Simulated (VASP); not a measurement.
# Hf (P6_3/mmc) in VASP: further runs, part 3 of 3

VASP 6.6.1. Earlier steps stand in the parts before.

## (6) Single point, PBE (volume scaled by 0.94)

The input, INCAR:

```
SYSTEM = Hf
PREC = Accurate
ENCUT = 520
EDIFF = 1E-6
ISMEAR = -1
SIGMA = 0.05
LREAL = .FALSE.
LASPH = .TRUE.
NELM = 60
ALGO = Normal
ISIF = 2
LWAVE = .FALSE.
LCHARG = .FALSE.
GGA = PE
NBANDS = 17
```

The input, KPOINTS:

```
regular mesh
0
G
  10 10 5
  0 0 0
```

The input, POSCAR:

```
Hf
1.0
    3.1314429137      0.0000000000      0.0000000000
   -1.5657214569      2.7119091138      0.0000000000
    0.0000000000      0.0000000000      4.9545506207
Hf
2
Direct
    0.6666666667      0.3333333333      0.7500000000
    0.3333333333      0.6666666667      0.2500000000
```

Potentials or basis: VASP PAW PBE potentials, release 64 (Hf_pv).

Command:

```console
$ cat potpaw_PBE.64/Hf_pv/POTCAR > POTCAR
$ mpirun -np 1 vasp_std > vasp.out
```

OUTCAR:

```text
SYSTEM = Hf
   PREC = Accurate
   ENCUT = 520
   EDIFF = 1E-6
   ISMEAR = -1
   LREAL = .FALSE.
   LASPH = .TRUE.
   NELM = 60
   ISIF = 2
   GGA = PE

 ion  position               nearest neighbor table
   1  0.667  0.333  0.750-   2 3.07   2 3.07   2 3.07   2 3.07   2 3.07   2 3.07
   2  0.333  0.667  0.250-   1 3.07   1 3.07   1 3.07   1 3.07   1 3.07   1 3.07

  LATTYP: Found a hexagonal cell.
 ALAT       =     3.1314429137
 C/A-ratio  =     1.5821941377

  Lattice vectors:

 A1 = (   3.1314429137,   0.0000000000,   0.0000000000)
 A2 = (  -1.5657214569,   2.7119091138,   0.0000000000)
 A3 = (   0.0000000000,   0.0000000000,   4.9545506207)

Analysis of symmetry for initial positions (statically):
=====================================================================
 Subroutine PRICEL returns:
 Original cell was already a primitive cell.

 Routine SETGRP: Setting up the symmetry group for a
 hexagonal supercell.

 Subroutine GETGRP returns: Found 24 space group operations
 (whereof 12 operations were pure point group operations)
 out of a pool of 24 trial point group operations.

The static configuration has the point symmetry D_3d.
 The point group associated with its full space group is D_6h.

Analysis of symmetry for dynamics (positions and initial velocities):
=====================================================================
 Subroutine PRICEL returns:
 Original cell was already a primitive cell.

 Routine SETGRP: Setting up the symmetry group for a
 hexagonal supercell.

 Subroutine GETGRP returns: Found 24 space group operations
 (whereof 12 operations were pure point group operations)
 out of a pool of 24 trial point group operations.

[... 107 lines left out ...]
   ISIF   =      2    stress and relaxation
   ISYM   =      2    0-nonsym 1-usesym 2-fastsym
   POTIM  = 0.5000    time-step for ionic-motion
   TEBEG  =    0.0;   TEEND  =   0.0 temperature during run
   PSTRESS=    0.0 pullay stress
   NELECT =      20.0000    total number of electrons
   NUPDOWN=      -1.0000    fix difference up-down
   EMIN   =  10.00;   EMAX   =-10.00  energy-range for DOS
   EFERMI =   0.00;   METHOD = LEGACY
   ISMEAR =    -1;   SIGMA  =   0.05  broadening in eV -4-tet -1-fermi 0-gaus
   EFERMI_NEDOS =   21; number of points for ismear=-14 and -15
   IALGO  =     38    algorithm
   IMIX   =      4    mixing-type and parameters
     AMIX     =   0.40;   BMIX     =  1.00
     AMIX_MAG =   1.60;   BMIX_MAG =  1.00
  volume/ion in A,a.u.               =      21.04       141.97
  Fermi-wavevector in a.u.,A,eV,Ry     =   1.277645  2.414399 22.209834  1.632377
  Thomas-Fermi vector in A             =   2.410233
   LORBIT       =      0    0 simple, 1 ext, 2 COOP (PROOUT), +10 PAW based schemes
   GGA     = PE    functional components
   LHFCALC =     F    Hartree Fock is set to
   AEXX    =    0.0000 exact exchange contribution
   IVDW    =     0    specifies the selected vdW correction
   LEPSILON=     F    determine dielectric tensor
   LRPA    =     F    only Hartree local field effects (RPA)
 non-spin polarized calculation
  energy-cutoff  :      520.00
  volume of cell :       42.07
 maximum number of plane-waves:      1158
 NGX is ok and might be reduce to    24
   NGX = 11   NGY = 11   NGZ = 19

 number of electron      19.9999996 magnetization

 Free energy of the ion-electron system (eV)
  ---------------------------------------------------
  ext. energy  EPLUGINS =         0.00000000
  ---------------------------------------------------
  free energy    TOTEN  =       -19.79221337 eV

  energy without entropy =      -19.78368278  energy(sigma->0) =      -19.78794808

 E-fermi :   5.3265     XC(G=0): -11.5660

 val. band max:        5.2778760433   @ k =   0.1000   0.1000   0.2000
 cond. band min:       5.3311857479   @ k =   0.0000   0.0000   0.4000
 fundamental gap:      0.0533097046
 Fermi energy:         5.3265035539

 k-point     1 :       0.0000    0.0000    0.0000
  band No.  band energies     occupation
      1     -25.6878      2.00000
      2     -24.7768      2.00000
      3     -24.7768      2.00000
      4     -24.6248      2.00000
      5     -24.6221      2.00000
      6     -24.6221      2.00000
[... 457 lines left out ...]
      4     -24.9849      2.00000
      5     -24.8666      2.00000
      6     -24.7814      2.00000
[... 9 lines left out ...]
     16      11.7125      0.00000
     17      12.6161      0.00000

 [... further k-points ...]
[... 5 lines left out ...]
  --------------------------------------------------------------------------------------
  -------------------------------------------------------------------------------------
  Total        2.0100437      2.0100437      1.9885287     -0.0000000      0.0000000     -0.0000000
  in kB       76.5406559     76.5406559     75.7213836     -0.0000000      0.0000000     -0.0000000
  external PRESSURE =      76.2675651 kB  Pullay stress =       0.0000000 kB

 VOLUME and BASIS-vectors are now :
 -----------------------------------------------------------------------------
  energy-cutoff  :      520.00
  volume of cell :       42.07
      direct lattice vectors                 reciprocal lattice vectors
     3.131442914  0.000000000  0.000000000     0.319341603  0.184371961  0.000000000
    -1.565721457  2.711909114  0.000000000     0.000000000  0.368743921  0.000000000
     0.000000000  0.000000000  4.954550621     0.000000000  0.000000000  0.201834652

 POSITION                                       TOTAL-FORCE (eV/Angst)
 -----------------------------------------------------------------------------------
      1.56572      0.90397      3.71591        -0.000000      0.000000      0.000000
     -0.00000      1.80794      1.23864         0.000000     -0.000000      0.000000
 -----------------------------------------------------------------------------------
    total drift:                                0.000000     -0.000000      0.000000

  FREE ENERGIE OF THE ION-ELECTRON SYSTEM (eV)
  ---------------------------------------------------
  free  energy   TOTEN  =       -19.7922133710 eV

  energy  without entropy=      -19.7836827819  energy(sigma->0) =      -19.78794808
```

OSZICAR:

```text
N       E                     dE             d eps       ncg     rms          rms(c)
DAV:   1     0.516935937298E+02    0.51694E+02   -0.11328E+04  1436   0.112E+03
DAV:   2    -0.185458501554E+02   -0.70239E+02   -0.68479E+02  1856   0.253E+02
DAV:   3    -0.204218693633E+02   -0.18760E+01   -0.18576E+01  1825   0.276E+01
DAV:   4    -0.204358351716E+02   -0.13966E-01   -0.13961E-01  1795   0.287E+00
DAV:   5    -0.204359667325E+02   -0.13156E-03   -0.13154E-03  1843   0.246E-01    0.675E+01
DAV:   6    -0.199678102977E+02    0.46816E+00   -0.41685E-01  1653   0.428E+00    0.401E+01
DAV:   7    -0.198010716666E+02    0.16674E+00   -0.71759E-01  1739   0.539E+00    0.193E+00
DAV:   8    -0.197921154848E+02    0.89562E-02   -0.44557E-02  1682   0.140E+00    0.201E-01
DAV:   9    -0.197922220792E+02   -0.10659E-03   -0.10254E-03  1902   0.224E-01    0.176E-01
DAV:  10    -0.197922102600E+02    0.11819E-04   -0.56403E-05  1622   0.511E-02    0.214E-01
DAV:  11    -0.197922132644E+02   -0.30044E-05   -0.59716E-06  1771   0.173E-02    0.121E-02
DAV:  12    -0.197922133710E+02   -0.10661E-06   -0.39499E-07   977   0.437E-03
   1 F= -.19792213E+02 E0= -.19787948E+02  d E =-.853059E-02
```

stdout:

```text
POSCAR found type information on POSCAR Hf
 POSCAR found :  1 types and       2 ions
 scaLAPACK will be used
 LDA part: xc-table for (Slater+PW92), standard interpolation
 POSCAR, INCAR and KPOINTS ok, starting setup
 FFT: planning ... GRIDC
 FFT: planning ... GRID_SOFT
 FFT: planning ... GRID
 WAVECAR not read
 entering main loop
```

Run time: 30 s. Hardware: 1 thread of AMD EPYC 7R43 (Zen 3), shared host; peak memory 0.14 GiB.

Results:

- Free energy: -19.7922 eV
- Pressure: 7.6 GPa
- Band gap on the k mesh: zero (band 10 reaches 6.55 eV, above the bottom of band 11 at 5.00 eV)

Caveat: the cell differs from its parent crystal (volume scaled by 0.94); spin-orbit coupling is left out, which moves the levels of the heavy elements.

## (7) Summary

```csv
task,level,potentials or basis,cell,cutoff (eV),smearing,gap on the mesh (eV),pressure (GPa),relaxed volume (Å³/atom)
single point,LDA,"VASP PAW LDA potentials, release 64 (Hf_pv)","a = 3.197, b = 3.197, c = 5.058 Å, angles 90.0, 90.0, 120.0°, 2 atoms",520,methfessel-paxton 0.2 eV,none,-7.8,-
single point,LDA,"VASP PAW LDA potentials, release 64 (Hf_pv)","a = 3.197, b = 3.197, c = 5.058 Å, angles 90.0, 90.0, 120.0°, 2 atoms",520,fermi-dirac 0.05 eV,none,-7.8,-
relaxation of cell and atoms,PBE+D4,"VASP PAW PBE potentials, release 64 (Hf_pv)","relaxed from a = 3.197, b = 3.197, c = 5.058 Å, angles 90.0, 90.0, 120.0°, 2 atoms",600,fermi-dirac 0.05 eV,none,0.0,22.10
relaxation of cell and atoms,PBEsol+D4,"VASP PAW PBE potentials, release 64 (Hf_pv)","relaxed from a = 3.197, b = 3.197, c = 5.058 Å, angles 90.0, 90.0, 120.0°, 2 atoms",600,fermi-dirac 0.05 eV,none,0.1,21.32
single point,PBE,"VASP PAW PBE potentials, release 64 (Hf_pv)","a = 3.131, b = 3.131, c = 4.955 Å, angles 90.0, 90.0, 120.0°, 2 atoms",520,fermi-dirac 0.05 eV,none,7.6,-
```

Alike in all rows: no spin polarisation; k mesh 10 × 10 × 5.

Caveats: spin-orbit coupling is left out, which moves the levels of the heavy elements; pairwise dispersion overbinds metals, which lowers pressure and volume (some runs); the PAW data sets were made with another functional, which shifts forces and pressure a little (some runs).

Total energies depend on the potentials used, so only differences within one code and one set of settings carry meaning.
